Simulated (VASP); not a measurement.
Set up this calculation in VASP 6.6.1, as the native input.

```
Task                   : single point
Functional             : PBEsol
Potentials or basis    : VASP PAW PBE potentials, release 64 (Zn, H)
Cutoff                 : 520 eV
k mesh                 : 10 × 10 × 10
Occupations            : fermi-dirac, width 0.05 eV
Spin                   : no spin polarisation
Dipole correction      : no
Further INCAR settings : ALGO = Normal; EDIFF = 1e-07; NBANDS = 14
```

The structure of ZnH lies in POSCAR:

```
ZnH
1.0
    0.0000000000      1.9832202064      1.9832202064
    1.9832202064      0.0000000000      1.9832202064
    1.9832202064      1.9832202064      0.0000000000
Zn H
1 1
Direct
    0.0000000000      0.0000000000      0.0000000000
    0.2500000000      0.2500000000      0.2500000000
```

The input as run:

INCAR

```
  PREC = Accurate
  ENCUT = 520
  EDIFF = 1E-7
  ISMEAR = -1
  SIGMA = 0.05
  LREAL = F
  LASPH = T
  NELM = 100
  ALGO = Normal
  ISIF = 2
  LWAVE = F
  LCHARG = F
  GGA = PS
  NBANDS = 14
```

KPOINTS

```
Automatic mesh
0
Gamma
  10 10 10
```

Potentials or basis: VASP PAW PBE potentials, release 64 (Zn, H).

Launch:

```bash
$ cat potpaw_PBE.64/Zn/POTCAR potpaw_PBE.64/H/POTCAR > POTCAR
$ mpirun -np 1 vasp_std > vasp.out
```

Results of the run:

```yaml
Pressure: 30.5 GPa
Band_gap_on_the_k_mesh: zero (an odd number of electrons rules out a gap without spin polarisation)
```

Caveat: the cell stands under pressure; the PAW data sets were made with another functional, which shifts forces and pressure a little.

Wall time 4.8 s on 1 thread of Intel(R) Xeon(R) 6975P-C (Granite Rapids), with other jobs on the host, peak memory 0.14 GiB.
